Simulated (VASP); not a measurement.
# PbO (CsCl type) (Pm-3m) in VASP: a series of runs

Runs on PbO (CsCl type). Level: PBE. Tasks: single point.

Program: VASP 6.6.1. These are calculated values, not measurements. Logs are shortened: lines on timing, memory, paths and dates and some standing lists are left out, and cuts for length are marked.

### Step 1. The cell of the first run

Symmetry: Pm-3m, No. 221, cubic system. Conventional cell: a = 2.711 Å, b = 2.711 Å, c = 2.711 Å, α = 90.00°, β = 90.00°, γ = 90.00°. Within 3.1 Å of Pb (site symmetry m-3m) lie 8 O at 2.35 Å and 6 Pb at 2.71 Å. Within 3.1 Å of O (site symmetry m-3m) lie 8 Pb at 2.35 Å and 6 O at 2.71 Å.

### Step 2. Single point, PBE

INCAR

```
SYSTEM = PbO
  ALGO = Normal
  EDIFF = 1E-7
  ENCUT = 520
  GGA = PE
  ISIF = 2
  ISMEAR = -1
  LASPH = .TRUE.
  LCHARG = .TRUE.
  LELF = .TRUE.
  LREAL = .FALSE.
  LVHAR = .TRUE.
  LWAVE = .FALSE.
  NBANDS = 17
  NELM = 100
  PREC = Accurate
  SIGMA = 0.05
```

KPOINTS

```
k-points
0
G
  13 13 13
  0 0 0
```

POSCAR

```
PbO
1.0
    2.7113810880      0.0000000000      0.0000000000
    0.0000000000      2.7113810880      0.0000000000
    0.0000000000      0.0000000000      2.7113810880
Pb O
1 1
Direct
    0.0000000000      0.0000000000      0.0000000000
    0.5000000000      0.5000000000      0.5000000000
```

Potentials or basis: VASP PAW PBE potentials, release 64 (Pb_d, O).

Command:

```console
> cat potpaw_PBE.64/Pb_d/POTCAR potpaw_PBE.64/O/POTCAR > POTCAR
> mpirun -np 1 vasp_std > vasp.out
```

OUTCAR:

```text
SYSTEM = PbO
   EDIFF = 1E-7
   ENCUT = 520
   GGA = PE
   ISIF = 2
   ISMEAR = -1
   LASPH = .TRUE.
   LREAL = .FALSE.
   NELM = 100
   PREC = Accurate

 ion  position               nearest neighbor table
   1  0.000  0.000  0.000-   2 2.35   2 2.35   2 2.35   2 2.35   2 2.35   2 2.35   2 2.35   2 2.35

   2  0.500  0.500  0.500-   1 2.35   1 2.35   1 2.35   1 2.35   1 2.35   1 2.35   1 2.35   1 2.35

  LATTYP: Found a simple cubic cell.
 ALAT       =     2.7113810880

  Lattice vectors:

 A1 = (   2.7113810880,   0.0000000000,   0.0000000000)
 A2 = (   0.0000000000,   2.7113810880,   0.0000000000)
 A3 = (   0.0000000000,   0.0000000000,   2.7113810880)

Analysis of symmetry for initial positions (statically):
=====================================================================
 Subroutine PRICEL returns:
 Original cell was already a primitive cell.

 Routine SETGRP: Setting up the symmetry group for a
 simple cubic supercell.

 Subroutine GETGRP returns: Found 48 space group operations
 (whereof 48 operations were pure point group operations)
 out of a pool of 48 trial point group operations.

The static configuration has the point symmetry O_h .

Analysis of symmetry for dynamics (positions and initial velocities):
=====================================================================
 Subroutine PRICEL returns:
 Original cell was already a primitive cell.

 Routine SETGRP: Setting up the symmetry group for a
 simple cubic supercell.

 Subroutine GETGRP returns: Found 48 space group operations
 (whereof 48 operations were pure point group operations)
 out of a pool of 48 trial point group operations.

The dynamic configuration has the point symmetry O_h .

 Subroutine INISYM returns: Found 48 space group operations
 (whereof 48 operations are pure point group operations),
 and found     1 'primitive' translations

----------------------------------------------------------------------------------------

                                     Primitive cell

  volume of cell :      19.9330

  direct lattice vectors                    reciprocal lattice vectors
     2.711381088  0.000000000  0.000000000     0.368815732  0.000000000  0.000000000
     0.000000000  2.711381088  0.000000000     0.000000000  0.368815732  0.000000000
     0.000000000  0.000000000  2.711381088     0.000000000  0.000000000  0.368815732

  length of vectors
     2.711381088  2.711381088  2.711381088     0.368815732  0.368815732  0.368815732

  position of ions in fractional coordinates (direct lattice)
     0.000000000  0.000000000  0.000000000
     0.500000000  0.500000000  0.500000000

  ion indices of the primitive-cell ions
   primitive index   ion index
                 1           1
                 2           2

----------------------------------------------------------------------------------------

 KPOINTS: k-points

Automatic generation of k-mesh.
 Grid dimensions read from file:
 generate k-points for:   13   13   13

 Generating k-lattice:

  Cartesian coordinates                     Fractional coordinates (reciprocal lattice)
     0.028370441  0.000000000  0.000000000     0.076923077  0.000000000  0.000000000
     0.000000000  0.028370441  0.000000000     0.000000000  0.076923077  0.000000000
     0.000000000  0.000000000  0.028370441     0.000000000  0.000000000  0.076923077

  Length of vectors
     0.028370441  0.028370441  0.028370441

  Shift w.r.t. Gamma in fractional coordinates (k-lattice)
     0.000000000  0.000000000  0.000000000

 Subroutine IBZKPT returns following result:
 ===========================================

 Found     84 irreducible k-points:

 Following reciprocal coordinates:
            Coordinates               Weight
  0.000000  0.000000  0.000000      1.000000
  0.076923  0.000000  0.000000      6.000000
  0.153846  0.000000  0.000000      6.000000
  0.230769  0.000000  0.000000      6.000000
  0.307692  0.000000  0.000000      6.000000
  0.384615  0.000000  0.000000      6.000000
[... 16 lines left out ...]
  0.307692  0.307692  0.000000     12.000000
  0.384615  0.307692  0.000000     24.000000
 [... further k-points ...]
   k-points           NKPTS =     84   k-points in BZ     NKDIM =     84   number of bands    NBANDS=     17
   number of dos      NEDOS =    301   number of ions     NIONS =      2
   total plane-waves  NPLWV =   8000
   dimension x,y,z NGX =    20 NGY =   20 NGZ =   20
   dimension x,y,z NGXF=    40 NGYF=   40 NGZF=   40
   ions per type =               1   1
   NGX,Y,Z   is equivalent  to a cutoff of  12.26, 12.26, 12.26 a.u.
   NGXF,Y,Z  is equivalent  to a cutoff of  24.53, 24.53, 24.53 a.u.
 SYSTEM =  PbO
   PREC   = accura    normal or accurate (medium, high low for compatibility)
   ISTART =      0    job   : 0-new  1-cont  2-samecut
   ICHARG =      2    charge: 1-file 2-atom 10-const
   ISPIN  =      1    spin polarized calculation?
   LNONCOLLINEAR =      F non collinear calculations
   LSORBIT =      F    spin-orbit coupling
   LASPH  =      T    aspherical Exc in radial PAW
   ENCUT  =  520.0 eV  38.22 Ry    6.18 a.u.   5.04  5.04  5.04*2*pi/ulx,y,z
   NELM   =    100;   NELMIN=  2; NELMDL= -5     # of ELM steps
   EDIFF  = 0.1E-06   stopping-criterion for ELM
   LREAL  =      F    real-space projection
   EDIFFG = 0.1E-05   stopping-criterion for IOM
   NSW    =      0    number of steps for IOM
   IBRION =     -1    ionic relax: 0-MD 1-quasi-New 2-CG
   NFREE  =      0    steps in history (QN), initial steepest desc. (CG)
   ISIF   =      2    stress and relaxation
   ISYM   =      2    0-nonsym 1-usesym 2-fastsym
   POTIM  = 0.5000    time-step for ionic-motion
   TEBEG  =    0.0;   TEEND  =   0.0 temperature during run
   PSTRESS=    0.0 pullay stress
   NELECT =      20.0000    total number of electrons
   NUPDOWN=      -1.0000    fix difference up-down
   EMIN   =  10.00;   EMAX   =-10.00  energy-range for DOS
   EFERMI =   0.00;   METHOD = LEGACY
   ISMEAR =    -1;   SIGMA  =   0.05  broadening in eV -4-tet -1-fermi 0-gaus
   EFERMI_NEDOS =   21; number of points for ismear=-14 and -15
   IALGO  =     38    algorithm
   IMIX   =      4    mixing-type and parameters
     AMIX     =   0.40;   BMIX     =  1.00
     AMIX_MAG =   1.60;   BMIX_MAG =  1.00
  volume/ion in A,a.u.               =       9.97        67.26
  Fermi-wavevector in a.u.,A,eV,Ry     =   1.638932  3.097132 36.546583  2.686098
  Thomas-Fermi vector in A             =   2.729822
   LORBIT       =      0    0 simple, 1 ext, 2 COOP (PROOUT), +10 PAW based schemes
   GGA     = PE    functional components
   LHFCALC =     F    Hartree Fock is set to
   AEXX    =    0.0000 exact exchange contribution
   IVDW    =     0    specifies the selected vdW correction
   LEPSILON=     F    determine dielectric tensor
   LRPA    =     F    only Hartree local field effects (RPA)
 non-spin polarized calculation
  energy-cutoff  :      520.00
  volume of cell :       19.93
 maximum number of plane-waves:       552
   NGX = 11   NGY = 11   NGZ = 11

 number of electron      19.9999996 magnetization

 Free energy of the ion-electron system (eV)
  ---------------------------------------------------
  ext. energy  EPLUGINS =         0.00000000
  ---------------------------------------------------
  free energy    TOTEN  =        -5.68909339 eV

  energy without entropy =       -5.68800660  energy(sigma->0) =       -5.68855000

 E-fermi :  15.9740     XC(G=0): -14.1298

 val. band max:       15.8080135529   @ k =   0.4615   0.1538   0.0000
 cond. band min:      15.9971463268   @ k =   0.4615   0.0769   0.0769
 fundamental gap:      0.1891327739
 Fermi energy:        15.9739763528

 k-point     1 :       0.0000    0.0000    0.0000
  band No.  band energies     occupation
      1      -7.0497      2.00000
      2      -3.4667      2.00000
      3      -3.4667      2.00000
      4      -1.1323      2.00000
      5      -1.1323      2.00000
      6      -1.1323      2.00000
[... 9 lines left out ...]
     16      35.6494      0.00000
     17      35.6494      0.00000

 k-point     2 :       0.0769    0.0000    0.0000
  band No.  band energies     occupation
      1      -6.9559      2.00000
      2      -3.4567      2.00000
      3      -3.3911      2.00000
      4      -1.1844      2.00000
      5      -1.1844      2.00000
      6      -1.1283      2.00000
[... 9 lines left out ...]
     16      35.4211      0.00000
     17      35.6405      0.00000

 k-point     3 :       0.1538    0.0000    0.0000
  band No.  band energies     occupation
      1      -6.6841      2.00000
      2      -3.4290      2.00000
      3      -3.1851      2.00000
      4      -1.3255      2.00000
      5      -1.3255      2.00000
      6      -1.1172      2.00000
[... 9 lines left out ...]
     16      34.9269      0.00000
     17      35.8034      0.00000

 k-point     4 :       0.2308    0.0000    0.0000
  band No.  band energies     occupation
      1      -6.2625      2.00000
      2      -3.3896      2.00000
      3      -2.9142      2.00000
      4      -1.5168      2.00000
      5      -1.5168      2.00000
      6      -1.1015      2.00000
[... 9 lines left out ...]
     16      34.4434      0.00000
     17      36.4109      0.00000

 k-point     5 :       0.3077    0.0000    0.0000
  band No.  band energies     occupation
      1      -5.7419      2.00000
      2      -3.3474      2.00000
      3      -2.6881      2.00000
      4      -1.7112      2.00000
      5      -1.7112      2.00000
      6      -1.0848      2.00000
[... 9 lines left out ...]
     16      34.0853      0.00000
     17      37.5170      0.00000

 k-point     6 :       0.3846    0.0000    0.0000
  band No.  band energies     occupation
      1      -5.2104      2.00000
      2      -3.3122      2.00000
      3      -2.6133      2.00000
      4      -1.8663      2.00000
      5      -1.8663      2.00000
      6      -1.0709      2.00000
[... 9 lines left out ...]
     16      34.3321      0.00000
     17      38.6737      0.00000

 k-point     7 :       0.4615    0.0000    0.0000
  band No.  band energies     occupation
      1      -4.8325      2.00000
      2      -3.2921      2.00000
      3      -2.6665      2.00000
      4      -1.9516      2.00000
      5      -1.9516      2.00000
      6      -1.0630      2.00000
[... 9 lines left out ...]
     16      34.6890      0.00000
     17      38.8717      0.00000

 k-point     8 :       0.0769    0.0769    0.0000
  band No.  band energies     occupation
      1      -6.8651      2.00000
      2      -3.4146      2.00000
      3      -3.3465      2.00000
      4      -1.2346      2.00000
      5      -1.1920      2.00000
      6      -1.1673      2.00000
[... 9 lines left out ...]
     16      35.2467      0.00000
     17      35.6161      0.00000
[... 203 lines left out ...]
      1      -5.7882      2.00000
      2      -3.1274      2.00000
      3      -2.4413      2.00000
      4      -1.5913      2.00000
      5      -1.5011      2.00000
      6      -1.3982      2.00000
[... 9 lines left out ...]
     16      34.4452      0.00000
     17      35.5263      0.00000

 k-point    20 :       0.3077    0.2308    0.0000
  band No.  band energies     occupation
      1      -5.5440      2.00000
      2      -3.0696      2.00000
      3      -2.1473      2.00000
      4      -1.6381      2.00000
      5      -1.4775      2.00000
      6      -1.4033      2.00000
[... 9 lines left out ...]
     16      34.2132      0.00000
     17      35.8036      0.00000

 k-point    21 :       0.3846    0.2308    0.0000
  band No.  band energies     occupation
      1      -5.3539      2.00000
      2      -3.0246      2.00000
      3      -1.9535      2.00000
      4      -1.7741      2.00000
      5      -1.3804      2.00000
      6      -1.2628      2.00000
[... 9 lines left out ...]
     16      34.0217      0.00000
     17      36.4483      0.00000

 k-point    22 :       0.4615    0.2308    0.0000
  band No.  band energies     occupation
      1      -5.2539      2.00000
      2      -2.9964      2.00000
      3      -1.8508      2.00000
      4      -1.8476      2.00000
      5      -1.3658      2.00000
      6      -1.1121      2.00000
[... 9 lines left out ...]
     16      33.9138      0.00000
     17      37.0487      0.00000

 k-point    23 :       0.3077    0.3077    0.0000
  band No.  band energies     occupation
      1      -5.4829      2.00000
      2      -2.9958      2.00000
      3      -1.7527      2.00000
      4      -1.6265      2.00000
      5      -1.5389      2.00000
      6      -1.2200      2.00000
[... 9 lines left out ...]
     16      33.7308      0.00000
     17      35.6534      0.00000

 k-point    24 :       0.3846    0.3077    0.0000
  band No.  band energies     occupation
      1      -5.4554      2.00000
      2      -2.9354      2.00000
      3      -1.7244      2.00000
      4      -1.5396      2.00000
      5      -1.4600      2.00000
      6      -0.8729      2.00000
[... 9 lines left out ...]
     16      33.5068      0.00000
     17      35.9618      0.00000

 [... further k-points ...]
[... 5 lines left out ...]
  --------------------------------------------------------------------------------------
  -------------------------------------------------------------------------------------
  Total       19.7199719     19.7199719     19.7199719      0.0000000      0.0000000     -0.0000000
  in kB     1585.0581035   1585.0581035   1585.0581035      0.0000000      0.0000000     -0.0000000
  external PRESSURE =    1585.0581035 kB  Pullay stress =       0.0000000 kB

 VOLUME and BASIS-vectors are now :
 -----------------------------------------------------------------------------
  energy-cutoff  :      520.00
  volume of cell :       19.93
      direct lattice vectors                 reciprocal lattice vectors
     2.711381088  0.000000000  0.000000000     0.368815732  0.000000000  0.000000000
     0.000000000  2.711381088  0.000000000     0.000000000  0.368815732  0.000000000
     0.000000000  0.000000000  2.711381088     0.000000000  0.000000000  0.368815732

 POSITION                                       TOTAL-FORCE (eV/Angst)
 -----------------------------------------------------------------------------------
      0.00000      0.00000      0.00000         0.000000      0.000000      0.000000
      1.35569      1.35569      1.35569         0.000000      0.000000      0.000000
 -----------------------------------------------------------------------------------
    total drift:                                0.000000      0.000000      0.000000

  FREE ENERGIE OF THE ION-ELECTRON SYSTEM (eV)
  ---------------------------------------------------
  free  energy   TOTEN  =        -5.6890933876 eV

  energy  without entropy=       -5.6880066028  energy(sigma->0) =       -5.68855000
```

It took 34 s on 1 thread of Intel Xeon 8259CL, shared host; peak memory 0.15 GiB.

Results:

| Item | Value |
| --- | --- |
| Free energy | -5.6891 eV |
| Pressure | 158.5 GPa |
| Band gap on the k mesh | zero (band 10 reaches 16.00 eV, above the bottom of band 11 at 15.48 eV) |

Caveat: spin-orbit coupling is left out, which moves the levels of the heavy elements.

### Step 3. Single point, PBE (volume scaled by 0.9)

INCAR

```
SYSTEM = PbO
ALGO = Normal
EDIFF = 1E-6
ENCUT = 520
GGA = PE
ISIF = 2
ISMEAR = -1
LASPH = .TRUE.
LCHARG = .FALSE.
LREAL = .FALSE.
LWAVE = .FALSE.
NBANDS = 17
NELM = 60
PREC = Accurate
SIGMA = 0.05
```

KPOINTS is that of step 2.

POSCAR

```
PbO
1.0
    3.1037565484      0.0000000000      0.0000000000
    0.0000000000      3.1037565484      0.0000000000
    0.0000000000      0.0000000000      3.1037565484
Pb O
1 1
Direct
    0.0000000000      0.0000000000      0.0000000000
    0.5000000000      0.5000000000      0.5000000000
```

Potentials or basis: VASP PAW PBE potentials, release 64 (Pb_d, O).

Command:

```console
> cat potpaw_PBE.64/Pb_d/POTCAR potpaw_PBE.64/O/POTCAR > POTCAR
> mpirun -np 1 vasp_std > vasp.out
```

Wall time 39 s (1 thread of Intel Xeon 8259CL, shared host); peak memory 0.17 GiB.

It converged, with:

```
Free energy            : -9.6339 eV
Pressure               : 12.5 GPa
Band gap on the k mesh : 0.64 eV, indirect (least direct gap 0.73 eV)
```

Levels at points of the mesh, in eV from the valence-band top:
```csv
k point,band 7,band 8,band 9,band 10,band 11,band 12,band 13,band 14
"(0.00, 0.00, 0.00)",-8.40,-2.14,-2.14,-2.14,9.22,9.22,9.22,9.96
```

Caveat: spin-orbit coupling is left out, which moves the levels of the heavy elements.

(Part 1 of 2 ends here.)
